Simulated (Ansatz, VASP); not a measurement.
**ScIr2 in VASP and in Ansatz**

Contents of INCAR:

```
SYSTEM = ScIr2
  PREC = Accurate
  ENCUT = 520
  EDIFF = 1E-6
  ISMEAR = 0
  SIGMA = 0.1
  LREAL = .FALSE.
  LASPH = .TRUE.
  NELM = 100
  ALGO = Normal
  ISIF = 2
  LWAVE = .FALSE.
  LCHARG = .FALSE.
  NBANDS = 38
```

KPOINTS

```
regular mesh
0
G
  6 6 6
  0 0 0
```

Contents of POSCAR:

```
ScIr2
1.0
    0.0000000000      3.7381876177      3.7381876177
    3.7381876177      0.0000000000      3.7381876177
    3.7381876177      3.7381876177      0.0000000000
Sc Ir
2 4
Direct
    0.0000000000      0.0000000000      0.0000000000
    0.2500000000      0.2500000000      0.2500000000
    0.6250000000      0.6250000000      0.6250000000
    0.1250000000      0.6250000000      0.6250000000
    0.6250000000      0.6250000000      0.1250000000
    0.6250000000      0.1250000000      0.6250000000
```

Input for Ansatz:

```yaml
crystal:
  lattice:
    - [0.0, 3.738187617681207, 3.738187617681207]
    - [3.738187617681207, 0.0, 3.738187617681207]
    - [3.738187617681207, 3.738187617681207, 0.0]
  atoms:
    - { symbol: Sc, position: [0.0, 0.0, 0.0] }
    - { symbol: Sc, position: [0.25, 0.25, 0.25] }
    - { symbol: Ir, position: [0.625, 0.625, 0.625] }
    - { symbol: Ir, position: [0.125, 0.625, 0.625] }
    - { symbol: Ir, position: [0.625, 0.625, 0.125] }
    - { symbol: Ir, position: [0.625, 0.125, 0.625] }
basis:
  ecutwfc: 510.0
kpoints:
  mp_grid:
    grid: [6, 6, 6]
hamiltonian:
  xc: lda
scf:
  max_iter: 80
  convergence:
    dr2_threshold: 1.0e-09
  occupations:
    method: gaussian
    width: 0.1
output:
  stress: true
```

Alike in both runs: task single point; functional LDA; k mesh 6 × 6 × 6; occupations gaussian, width 0.1 eV; no spin polarisation.

```csv
,VASP,Ansatz
version,VASP 6.6.1,Ansatz 0.2.0
potentials or method,"VASP PAW LDA potentials, release 64 (Sc_sv, Ir), cutoff 520 eV","plane waves, PAW"
valence electrons in the cell,58,90
```

Ansatz gave:

* pressure (GPa): -17.0

**Question.** Estimate VASP's values.

**Answer.** Pressure (GPa): -16.0.

LDA's correlation is that of Perdew and Zunger in VASP and of Perdew and Wang (1992) in Ansatz. VASP's potentials hold 58 valence electrons a cell and Ansatz's 90, so a difference there can come from the potentials and not from the codes. Ansatz's warnings: stress scf threshold loose.

Neither program's run includes spin-orbit coupling.
